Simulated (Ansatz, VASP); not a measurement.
## Two plane-wave programs on Cu

INCAR

```
SYSTEM = Cu
ALGO = Normal
EDIFF = 1E-6
ENCUT = 820
GGA_COMPAT = .False.
ISIF = 2
ISMEAR = -1
LASPH = .True.
LCHARG = .False.
LREAL = .False.
LWAVE = .False.
NBANDS = 26
NELM = 120
PREC = Accurate
SIGMA = 0.1
```

The input KPOINTS:

```
k-points
0
Gamma
  16 16 9
  0 0 0
```

Contents of POSCAR:

```
Cu
1.0
    2.4525032246      0.0000000000      0.0000000000
   -1.2262516123      2.1239300954      0.0000000000
    0.0000000000      0.0000000000      4.0179990611
Cu
2
Direct
    0.3333333333      0.6666666667      0.2500000000
    0.6666666667      0.3333333333      0.7500000000
```

Input for Ansatz:

```yaml
crystal:
  lattice:
    - [2.4525032246, 0.0, 0.0]
    - [-1.2262516123, 2.1239300954, 0.0]
    - [0.0, 0.0, 4.0179990611]
  atoms:
    - { symbol: Cu, position: [0.3333333333, 0.6666666667, 0.25] }
    - { symbol: Cu, position: [0.6666666667, 0.3333333333, 0.75] }
hamiltonian:
  xc: lda
  pseudopotentials:
    kind: paw
    azcp:
      Cu: "pseudopotentials/Cu.paw.azcp"
basis:
  ecutwfc: 420
  fft_grid_basis: typed
kpoints:
  mp_grid: { grid: [16, 16, 9], shift: [0, 0, 0] }
magnetization:
  spin_polarized: false
scf:
  occupations: { method: fermi_dirac, width: 0.1 }
  lower_state_search: "off"
output:
  stress: true
  write_density: true
  write_potential: true
  elf: true
  volumetric_format: npy
```

Alike in both runs: task single point; functional LDA; k mesh 16 × 16 × 9; occupations fermi-dirac, width 0.1 eV; no spin polarisation.

|  | VASP | Ansatz |
| --- | --- | --- |
| version | VASP 6.6.1 | Ansatz 0.2.0 |
| potentials or method | VASP PAW LDA potentials, release 64 (Cu_sv_GW), cutoff 820 eV | plane waves (420 eV) with PAW, scalar-relativistic |
| valence electrons in the cell | 38 | 38 |

```csv
,VASP,Ansatz,Ansatz less VASP
pressure (GPa),7.6,8.4,+0.82
"traceless stress, the component that is largest in VASP (GPa)",-0.17,-0.19,-0.017
```

Ansatz warns that its potentials were made for another functional, while VASP's fit it. LDA's correlation is that of Perdew and Zunger in VASP and of Perdew and Wang (1992) in Ansatz.
